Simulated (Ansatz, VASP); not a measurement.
Two plane-wave programs on Ti

File INCAR:

```
SYSTEM = Ti
PREC = Accurate
ENCUT = 520
EDIFF = 1E-6
ISMEAR = 0
SIGMA = 0.1
LREAL = .False.
LASPH = .True.
NELM = 60
ALGO = Fast
ISIF = 2
LWAVE = .False.
LCHARG = .True.
GGA = PE
LELF = .True.
LVHAR = .True.
NBANDS = 19
```

The input KPOINTS:

```
Automatic mesh
0
Gamma
  18 18 10
  0 0 0
```

File POSCAR:

```
Ti
1.0
    2.9500000000      0.0000000000      0.0000000000
   -1.4750000000      2.5547749412      0.0000000000
    0.0000000000      0.0000000000      4.6800000000
Ti
2
Direct
    0.3333333333      0.6666666667      0.2500000000
    0.6666666667      0.3333333333      0.7500000000
```

Input for Ansatz:

```yaml
crystal:
  lattice:
    - [2.95, 0.0, 0.0]
    - [-1.475, 2.5547749412, 0.0]
    - [0.0, 0.0, 4.68]
  atoms:
    - { symbol: Ti, position: [0.3333333333, 0.6666666667, 0.25] }
    - { symbol: Ti, position: [0.6666666667, 0.3333333333, 0.75] }
basis:
  ecutwfc: 420
kpoints:
  mp_grid: { grid: [18, 18, 10] }
hamiltonian:
  xc: pbe
scf:
  occupations: { method: gaussian, width: 0.1 }
output:
  forces: true
  stress: true
  eigenvalues: true
  populations: true
```

Alike in both runs: task single point; functional PBE; k mesh 18 × 18 × 10; occupations gaussian, width 0.1 eV; no spin polarisation.

|  | VASP | Ansatz |
| --- | --- | --- |
| version | VASP 6.6.1 | Ansatz 0.2.0 |
| potentials or method | VASP PAW PBE potentials, release 64 (Ti_sv), cutoff 520 eV | scalar-relativistic, plane waves, PAW |
| valence electrons in the cell | 24 | 24 |

Ansatz gave:

| Property | Result |
| --- | --- |
| gap on the k mesh at the Fermi level (eV) | none |
| pressure (GPa) | -1.5 |
| traceless stress, the component that is largest in VASP (GPa) | -0.24 |

Q: What did VASP give for the same quantities?

A: gap on the k mesh at the Fermi level (eV): none; pressure (GPa): -2.1; traceless stress, the component that is largest in VASP (GPa): -0.24.

A gap of «none» marks a metal or a gap that the smearing closes.
